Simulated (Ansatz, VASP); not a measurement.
**One calculation of MgTeSe3, two programs**

```xyz
5
Lattice="3.5745 2.0638 2.9311 -3.5745 2.0638 2.9311 0.0000 -4.1275 2.9311" Properties=species:S:1:pos:R:3 pbc="T T T"
Mg    0.0000    0.0000    0.0778
Te    0.0000    0.0000    4.5570
Se    0.0000    2.0616    3.0803
Se    1.7854   -1.0308    3.0803
Se   -1.7854   -1.0308    3.0803
```

Change from the starting cell: species swapped into the CsHgCl3 type (R3m, No. 160).

Alike in both runs: task relaxation of cell and atoms; functional PBE; k mesh 3 × 3 × 3; occupations gaussian, width 0.1 eV; no spin polarisation.

|  | VASP | Ansatz |
| --- | --- | --- |
| version | VASP 6.6.1 | Ansatz 0.2.0 |
| potentials or method | VASP PAW PBE potentials, release 64 (Mg, Te, Se), cutoff 600 eV | scalar-relativistic, plane waves, PAW |
| valence electrons in the cell | 26 | 74 |

```csv
,VASP,Ansatz,Ansatz less VASP
"gap on the k mesh at the Fermi level, each at its own relaxed structure (eV)",0.97,0.96,-0.007
relaxed volume (Å³/atom),35.31,35.45,+0.144
relaxed cell length with the largest relative difference (Å),5.636,5.646,+0.0104
```

VASP's potentials hold 26 valence electrons a cell and Ansatz's 74, so a difference there can come from the potentials and not from the codes.

Neither program's run includes spin-orbit coupling. Noted on VASP's run: the volume moved by over 15 % at a fixed basis, so the end points are rough.
